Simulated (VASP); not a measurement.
# Sn8O14F (a cell with a defect) in VASP: notebook

Runs on Sn8O14F (a cell with a defect). Level: PBE. Tasks: single point.

All numbers are computed with VASP 6.6.1; they aren't measurements. Logs are shortened: lines on timing, memory, paths and dates and some standing lists are left out, and cuts for length are marked.

**1. The cell of the first run**

The cell holds a defect, 23 atoms: a = 6.701 Å, b = 6.701 Å, c = 6.373 Å, α = 90.00°, β = 90.00°, γ = 90.00°.

**2. Single point, PBE**

INCAR

```
PREC = Accurate
ENCUT = 520
EDIFF = 1E-6
ISMEAR = 0
SIGMA = 0.02
LREAL = Auto
LASPH = T
NELM = 80
ALGO = Normal
ISIF = 2
LWAVE = F
LCHARG = F
GGA = PE
NELECT = 202.0
NBANDS = 118
```

KPOINTS

```
regular mesh
0
Gamma
  2 2 2
```

POSCAR

```
Sn8O14F
1.0
   -4.7380000000     -4.7380000000      0.0000000000
    4.7380000000     -4.7380000000      0.0000000000
    0.0000000000      0.0000000000      6.3730000000
Sn O F
8 14 1
Direct
    0.5042066273      0.5053383284      0.0030947748
    0.0267791262      0.4941092233      0.2500381296
    0.5048237653      0.5062066273      0.4969631257
   -0.0082895737      0.4923343183      0.7494583399
   -0.0824098776     -0.0187593921      0.0115201632
    0.3683290418      0.0085253271      0.2580028244
   -0.0162479949     -0.0055392571      0.5101209791
    0.5440818911      0.0079107218      0.7053039385
    0.2002865133      0.4905408400     -0.0140957163
    0.0632241452      0.1775622626      0.2438725875
    0.8113224989      0.5085641621      0.0173447356
    0.0675486492      0.8089657028      0.2529135415
    0.2002947446      0.4881681089      0.5137042209
   -0.0395138244      0.1887563318      0.7560913228
    0.8121230477      0.5018744196      0.4823037816
   -0.0078843394      0.7976272689      0.7528499922
    0.4746597721      0.7071099620      0.2496631100
    0.4825879063      0.3027844027      0.2503838067
    0.6908869776     -0.0021592444      0.4388313196
    0.5177084213      0.7048557408      0.7498375961
    0.2874028071      0.0127350148      0.5557716931
    0.5236613550      0.3083620726      0.7501413777
    0.5649261292      0.0054966230      0.0201693080
```

Potentials or basis: VASP PAW PBE potentials, release 64 (Sn_d, O, F).

The run is started by

```bash
> cat potpaw_PBE.64/Sn_d/POTCAR potpaw_PBE.64/O/POTCAR potpaw_PBE.64/F/POTCAR > POTCAR
> mpirun -np 1 vasp_std > vasp.out
```

OUTCAR:

```text
PREC = Accurate
   ENCUT = 520
   EDIFF = 1E-6
   ISMEAR = 0
   LREAL = Auto
   LASPH = T
   NELM = 80
   ISIF = 2
   GGA = PE
   NELECT = 202.0

 ion  position               nearest neighbor table
   1  0.504  0.505  0.003-   9 2.04  11 2.06  17 2.08  18 2.08  22 2.09  20 2.10   3 3.15   3 3.23
                             2 3.57   4 3.65
   2  0.027  0.494  0.250-  13 2.04   9 2.05  15 2.06  11 2.07  12 2.13  10 2.14   4 3.19   4 3.20
                             1 3.57   3 3.57   5 3.67   7 3.75   7 3.75
   3  0.505  0.506  0.497-  13 2.05  15 2.06  17 2.08  18 2.09  20 2.09  22 2.09   1 3.15   1 3.23
                             2 3.57   8 3.60   8 3.62   4 3.64
   4  0.992  0.492  0.749-  14 2.05  16 2.05  13 2.05   9 2.06  15 2.09  11 2.09   2 3.19   2 3.20
                             3 3.64   1 3.65   7 3.67   7 3.69   5 3.71
   5  0.918  0.981  0.012-  16 2.12  14 2.16  12 2.17  10 2.21  23 2.37   8 3.18   7 3.21   7 3.23
                             6 3.41   2 3.67   4 3.71
   6  0.368  0.009  0.258-  21 1.97  23 2.01  18 2.12  17 2.14  10 2.34  12 2.42  19 2.45   7 3.04
                             8 3.08   5 3.41   8 3.71
   7  0.984  0.994  0.510-  19 2.01  16 2.03  14 2.04  21 2.06  12 2.13  10 2.16   6 3.04   8 3.20
                             5 3.21   5 3.23   4 3.67   4 3.69   2 3.75   2 3.75
   8  0.544  0.008  0.705-  19 1.96  21 1.97  23 2.01  22 2.04  20 2.06   6 3.08   5 3.18   7 3.20
                             3 3.60   3 3.62   6 3.71
   9  0.200  0.491  0.986-   1 2.04   2 2.05   4 2.06
  10  0.063  0.178  0.244-   2 2.14   7 2.16   5 2.21   6 2.34
  11  0.811  0.509  0.017-   1 2.06   2 2.07   4 2.09
  12  0.068  0.809  0.253-   2 2.13   7 2.13   5 2.17   6 2.42
  13  0.200  0.488  0.514-   2 2.04   3 2.05   4 2.05
  14  0.960  0.189  0.756-   7 2.04   4 2.05   5 2.16
  15  0.812  0.502  0.482-   3 2.06   2 2.06   4 2.09
  16  0.992  0.798  0.753-   7 2.03   4 2.05   5 2.12
  17  0.475  0.707  0.250-   1 2.08   3 2.08   6 2.14
  18  0.483  0.303  0.250-   1 2.08   3 2.09   6 2.12
  19  0.691  0.998  0.439-   8 1.96   7 2.01   6 2.45
  20  0.518  0.705  0.750-   8 2.06   3 2.09   1 2.10
  21  0.287  0.013  0.556-   8 1.97   6 1.97   7 2.06
  22  0.524  0.308  0.750-   8 2.04   1 2.09   3 2.09
  23  0.565  0.005  0.020-   6 2.01   8 2.01   5 2.37

  LATTYP: Found a simple tetragonal cell.
 ALAT       =     6.7005438585
 C/A-ratio  =     0.9511168249

  Lattice vectors:

 A1 = (  -4.7380000000,  -4.7380000000,   0.0000000000)
 A2 = (   4.7380000000,  -4.7380000000,   0.0000000000)
 A3 = (   0.0000000000,   0.0000000000,   6.3730000000)

Analysis of symmetry for initial positions (statically):
=====================================================================
 Subroutine PRICEL returns:
 Original cell was already a primitive cell.

 Routine SETGRP: Setting up the symmetry group for a
 simple tetragonal supercell.

 Subroutine GETGRP returns: Found  1 space group operations
 (whereof  1 operations were pure point group operations)
 out of a pool of 16 trial point group operations.

The static configuration has the point symmetry C_1 .

Analysis of symmetry for dynamics (positions and initial velocities):
=====================================================================
 Subroutine PRICEL returns:
 Original cell was already a primitive cell.

 Routine SETGRP: Setting up the symmetry group for a
 simple tetragonal supercell.

 Subroutine GETGRP returns: Found  1 space group operations
 (whereof  1 operations were pure point group operations)
 out of a pool of 16 trial point group operations.

The dynamic configuration has the point symmetry C_1 .

 Subroutine INISYM returns: Found  1 space group operations
 (whereof  1 operations are pure point group operations),
 and found     1 'primitive' translations

----------------------------------------------------------------------------------------

                                     Primitive cell

  volume of cell :     286.1304

  direct lattice vectors                    reciprocal lattice vectors
    -4.738000000 -4.738000000  0.000000000    -0.105529759 -0.105529759  0.000000000
     4.738000000 -4.738000000  0.000000000     0.105529759 -0.105529759  0.000000000
     0.000000000  0.000000000  6.373000000     0.000000000  0.000000000  0.156911972

  length of vectors
     6.700543859  6.700543859  6.373000000     0.149241617  0.149241617  0.156911972

  position of ions in fractional coordinates (direct lattice)
     0.504206627  0.505338328  0.003094775
     0.026779126  0.494109223  0.250038130
     0.504823765  0.506206627  0.496963126
     0.991710426  0.492334318  0.749458340
     0.917590122  0.981240608  0.011520163
     0.368329042  0.008525327  0.258002824
[... 15 lines left out ...]
     0.523661355  0.308362073  0.750141378
     0.564926129  0.005496623  0.020169308

  ion indices of the primitive-cell ions
   primitive index   ion index
                 1           1
                 2           2
                 3           3
                 4           4
                 5           5
                 6           6
[... 15 lines left out ...]
                22          22
                23          23

----------------------------------------------------------------------------------------

 KPOINTS: regular mesh

Automatic generation of k-mesh.
 Grid dimensions read from file:
 generate k-points for:    2    2    2

 Generating k-lattice:

  Cartesian coordinates                     Fractional coordinates (reciprocal lattice)
    -0.052764880 -0.052764880  0.000000000     0.500000000  0.000000000  0.000000000
     0.052764880 -0.052764880  0.000000000     0.000000000  0.500000000  0.000000000
     0.000000000  0.000000000  0.078455986     0.000000000  0.000000000  0.500000000

  Length of vectors
     0.074620808  0.074620808  0.078455986

  Shift w.r.t. Gamma in fractional coordinates (k-lattice)
     0.000000000  0.000000000  0.000000000

 Subroutine IBZKPT returns following result:
 ===========================================

 Found      8 irreducible k-points:

 Following reciprocal coordinates:
            Coordinates               Weight
  0.000000  0.000000  0.000000      1.000000
  0.500000  0.000000  0.000000      1.000000
  0.000000  0.500000  0.000000      1.000000
  0.500000  0.500000  0.000000      1.000000
  0.000000  0.000000  0.500000      1.000000
  0.500000  0.000000  0.500000      1.000000
  0.000000  0.500000  0.500000      1.000000
  0.500000  0.500000  0.500000      1.000000
   k-points           NKPTS =      8   k-points in BZ     NKDIM =      8   number of bands    NBANDS=    118
   number of dos      NEDOS =    301   number of ions     NIONS =     23
   total plane-waves  NPLWV = 120000
   dimension x,y,z NGX =    50 NGY =   50 NGZ =   48
   dimension x,y,z NGXF=   100 NGYF=  100 NGZF=   96
   ions per type =               8  14   1
   NGX,Y,Z   is equivalent  to a cutoff of  12.41, 12.41, 12.52 a.u.
   NGXF,Y,Z  is equivalent  to a cutoff of  24.81, 24.81, 25.04 a.u.
 SYSTEM =  unknown system
   PREC   = accura    normal or accurate (medium, high low for compatibility)
   ISTART =      0    job   : 0-new  1-cont  2-samecut
   ICHARG =      2    charge: 1-file 2-atom 10-const
   ISPIN  =      1    spin polarized calculation?
   LNONCOLLINEAR =      F non collinear calculations
   LSORBIT =      F    spin-orbit coupling
   LASPH  =      T    aspherical Exc in radial PAW
   ENCUT  =  520.0 eV  38.22 Ry    6.18 a.u.  12.46 12.46 11.85*2*pi/ulx,y,z
   NELM   =     80;   NELMIN=  2; NELMDL= -5     # of ELM steps
   EDIFF  = 0.1E-05   stopping-criterion for ELM
   LREAL  =      T    real-space projection
   EDIFFG = 0.1E-04   stopping-criterion for IOM
   NSW    =      0    number of steps for IOM
   IBRION =     -1    ionic relax: 0-MD 1-quasi-New 2-CG
   NFREE  =      0    steps in history (QN), initial steepest desc. (CG)
   ISIF   =      2    stress and relaxation
   ISYM   =      2    0-nonsym 1-usesym 2-fastsym
   POTIM  = 0.5000    time-step for ionic-motion
   TEBEG  =    0.0;   TEEND  =   0.0 temperature during run
   PSTRESS=    0.0 pullay stress
   NELECT =     202.0000    total number of electrons
   NUPDOWN=      -1.0000    fix difference up-down
   EMIN   =  10.00;   EMAX   =-10.00  energy-range for DOS
   EFERMI =   0.00;   METHOD = LEGACY
   ISMEAR =     0;   SIGMA  =   0.02  broadening in eV -4-tet -1-fermi 0-gaus
   EFERMI_NEDOS =   21; number of points for ismear=-14 and -15
   IALGO  =     38    algorithm
   IMIX   =      4    mixing-type and parameters
     AMIX     =   0.40;   BMIX     =  1.00
     AMIX_MAG =   1.60;   BMIX_MAG =  1.00
  volume/ion in A,a.u.               =      12.44        83.95
  Fermi-wavevector in a.u.,A,eV,Ry     =   1.457708  2.754669 28.911201  2.124913
  Thomas-Fermi vector in A             =   2.574478
   LORBIT       =      0    0 simple, 1 ext, 2 COOP (PROOUT), +10 PAW based schemes
   GGA     = PE    functional components
   LHFCALC =     F    Hartree Fock is set to
   AEXX    =    0.0000 exact exchange contribution
   IVDW    =     0    specifies the selected vdW correction
   LEPSILON=     F    determine dielectric tensor
   LRPA    =     F    only Hartree local field effects (RPA)
 non-spin polarized calculation
 Gauss-broadening in eV      SIGMA  =   0.02
  energy-cutoff  :      520.00
  volume of cell :      286.13
 maximum number of plane-waves:      7760
 NGX is ok and might be reduce to    50
   NGX = 25   NGY = 25   NGZ = 23

 number of electron     201.9999969 magnetization

 Free energy of the ion-electron system (eV)
  ---------------------------------------------------
  ext. energy  EPLUGINS =         0.00000000
  ---------------------------------------------------
  free energy    TOTEN  =      -142.14327484 eV

  energy without entropy =     -142.14045438  energy(sigma->0) =     -142.14186461

 E-fermi :   7.8222     XC(G=0): -11.0650

 val. band max:        7.8219643317   @ k =   0.5000   0.5000   0.5000
 cond. band min:       7.8224902913   @ k =   0.5000   0.0000   0.0000
 fundamental gap:      0.0005259596
 Fermi energy:         7.8222273115

 k-point     1 :       0.0000    0.0000    0.0000
  band No.  band energies     occupation
      1     -19.0079      2.00000
      2     -15.2752      2.00000
      3     -14.9834      2.00000
      4     -14.7640      2.00000
      5     -14.6953      2.00000
      6     -14.6605      2.00000
[... 105 lines left out ...]
    112      12.7127      0.00000
    113      13.3790      0.00000

 k-point     2 :       0.5000    0.0000    0.0000
  band No.  band energies     occupation
      1     -19.0075      2.00000
      2     -15.3781      2.00000
      3     -14.9385      2.00000
      4     -14.7659      2.00000
      5     -14.6700      2.00000
      6     -14.6651      2.00000
[... 688 lines left out ...]
 k-point     8 :       0.5000    0.5000    0.5000
  band No.  band energies     occupation
      1     -19.0030      2.00000
      2     -15.3753      2.00000
      3     -14.9390      2.00000
      4     -14.6959      2.00000
      5     -14.6783      2.00000
      6     -14.5858      2.00000
[... 105 lines left out ...]
    112      13.4229      0.00000
    113      14.0738      0.00000
 [bands above 113 left out]

------------------------ aborting loop because EDIFF is reached ----------------------------------------

  FORCE on cell =-STRESS in cart. coord.  units (eV):
  Direction    XX          YY          ZZ          XY          YZ          ZX
  --------------------------------------------------------------------------------------
  -------------------------------------------------------------------------------------
  Total        6.0385900      5.0967198     20.3436160      6.9267344      2.0928864      1.6840073
  in kB       33.8128752     28.5389057    113.9133713     38.7860085     11.7190445      9.4295402
  external PRESSURE =      58.7550507 kB  Pullay stress =       0.0000000 kB

 VOLUME and BASIS-vectors are now :
 -----------------------------------------------------------------------------
  energy-cutoff  :      520.00
  volume of cell :      286.13
      direct lattice vectors                 reciprocal lattice vectors
    -4.738000000 -4.738000000  0.000000000    -0.105529759 -0.105529759  0.000000000
     4.738000000 -4.738000000  0.000000000     0.105529759 -0.105529759  0.000000000
     0.000000000  0.000000000  6.373000000     0.000000000  0.000000000  0.156911972

 POSITION                                       TOTAL-FORCE (eV/Angst)
 -----------------------------------------------------------------------------------
      0.00536     -4.78322      0.01972        -0.005840      0.008560      0.006192
      2.21421     -2.46797      1.59349        -0.007508      0.010870     -0.001380
      0.00655     -4.79026      3.16715        -0.016238      0.007693     -0.017050
     -2.36604     -7.03140      4.77630        -0.012661     -0.013644     -0.000387
      0.30158     -8.99666      0.07342         0.038973      0.009790     -0.000039
     -1.70475     -1.78554      1.64425         0.001583      0.066947      0.023029
[... 15 lines left out ...]
     -1.02009     -3.94213      4.78065         0.001073     -0.015563      0.011539
     -2.65058     -2.70266      0.12854        -0.066723     -0.076220      0.001497
 -----------------------------------------------------------------------------------
    total drift:                                0.029380     -0.009868      0.007844

  FREE ENERGIE OF THE ION-ELECTRON SYSTEM (eV)
  ---------------------------------------------------
  free  energy   TOTEN  =      -142.1432748399 eV

  energy  without entropy=     -142.1404543796  energy(sigma->0) =     -142.14186461
```

Run time: 8.3 min. Hardware: 1 thread of Intel Xeon Platinum 8259CL at 2.50GHz (Skylake/Cascade Lake), shared host; peak memory 0.44 GiB.

Results:

- Free energy: -142.1433 eV
- Largest force: 0.101 eV/Å

Forces on the atoms (eV/Å):
```
Sn  -0.006  0.009  0.006
Sn  -0.008  0.011 -0.001
Sn  -0.016  0.008 -0.017
Sn  -0.013 -0.014  0.000
Sn   0.039  0.010  0.000
Sn   0.002  0.067  0.023
Sn   0.003 -0.003 -0.017
Sn   0.009  0.022 -0.020
O   -0.006 -0.002 -0.007
O    0.023 -0.004 -0.017
O    0.010  0.007  0.002
O   -0.018 -0.004 -0.020
O   -0.011 -0.013  0.010
O    0.009  0.001  0.032
O    0.018  0.013  0.003
O   -0.005  0.017  0.028
O    0.031 -0.025 -0.006
O   -0.006 -0.006  0.000
O   -0.015 -0.005 -0.077
O    0.003 -0.013  0.017
O    0.022  0.018  0.050
O    0.001 -0.016  0.012
F   -0.067 -0.076  0.001
```

Levels at points of the mesh, in eV from the Fermi level:
```csv
k point,band 99,band 100,band 101,band 102,band 103,band 104
"(0.00, 0.00, 0.00)",-2.40,-2.01,-1.85,0.69,1.45,1.85
"(0.50, 0.00, 0.00)",-2.28,-2.00,-0.43,0.00,1.55,1.88
"(0.00, 0.50, 0.00)",-2.40,-2.09,-0.55,1.17,1.23,2.00
"(0.50, 0.50, 0.00)",-2.22,-2.14,-0.22,0.44,2.24,2.39
"(0.00, 0.00, 0.50)",-2.28,-2.02,-0.38,0.53,0.98,2.62
"(0.50, 0.00, 0.50)",-2.16,-1.95,-0.16,0.39,1.35,2.35
"(0.00, 0.50, 0.50)",-2.17,-2.11,-0.26,1.17,1.66,2.38
"(0.50, 0.50, 0.50)",-2.33,-2.25,0.00,0.77,1.99,2.90
```

Caveat: the k points lie up to 0.49 Å⁻¹ apart; the cell carries a net charge on a neutralising background, which shifts energy and pressure; the cell is charged against a uniform background, so pressure and absolute levels hang on convention; spin-orbit coupling is left out, which moves the levels of the heavy elements.

[end of part 1 of 2]
